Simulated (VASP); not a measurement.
Runs of VASP 6.6.1 on AsAu3. The structure is that of space group P6_3/mmc (No. 194), or close to it. The cells are those of the table. 

| cell | further INCAR settings | gap on the mesh (eV) | pressure (GPa) | largest force (eV/Å) |
| --- | --- | --- | --- | --- |
| a = 5.919, b = 5.919, c = 4.777 Å, angles 90.0, 90.0, 120.0°, 8 atoms | ALGO = Fast; EDIFF = 1e-07; NBANDS = 48 | none | (a) | 0.04 |
| a = 5.998, b = 5.998, c = 4.841 Å, angles 90.0, 90.0, 120.0°, 8 atoms | ALGO = Fast; EDIFF = 1e-06; NBANDS = 48 | none | (b) | 0.06 |
| a = 5.837, b = 5.837, c = 4.711 Å, angles 90.0, 90.0, 120.0°, 8 atoms | ALGO = Fast; EDIFF = 1e-06; NBANDS = 48 | none | 7.6 | 0.02 |
| a = 5.878, b = 5.878, c = 4.744 Å, angles 90.0, 90.0, 120.0°, 8 atoms | ALGO = Fast; EDIFF = 1e-06; NBANDS = 48 | none | 4.3 | 0.04 |
| a = 6.037, b = 6.037, c = 4.872 Å, angles 90.0, 90.0, 120.0°, 8 atoms | ALGO = Fast; EDIFF = 1e-06; NBANDS = 48 | none | -5.1 | 0.06 |
| a = 6.076, b = 6.076, c = 4.903 Å, angles 90.0, 90.0, 120.0°, 8 atoms | ALGO = Fast; EDIFF = 1e-06; NBANDS = 48 | none | -6.8 | 0.07 |
| a = 5.959, b = 5.959, c = 4.809 Å, angles 90.0, 90.0, 120.0°, 8 atoms | ALGO = Fast; EDIFF = 1e-06; NBANDS = 48 | none | -1.0 | 0.05 |

Alike in all rows: task single point; level PBE; potentials or basis VASP PAW PBE potentials, release 64 (Au, As); no spin polarisation; k mesh 5 × 5 × 6; cutoff (eV) 520; smearing fermi-dirac 0.05 eV.

Q: Estimate the missing entries.

A: (a) 1.5; (b) -3.2.

Caveats: spin-orbit coupling is left out, which moves the levels of the heavy elements; the cell stands under tension (at least some runs); the cell stands under pressure (at least some runs).

A k mesh can miss the band edges, and the runs leave out spin-orbit coupling on As, Au.

A gap of «none» marks levels without a gap at the run's occupations.
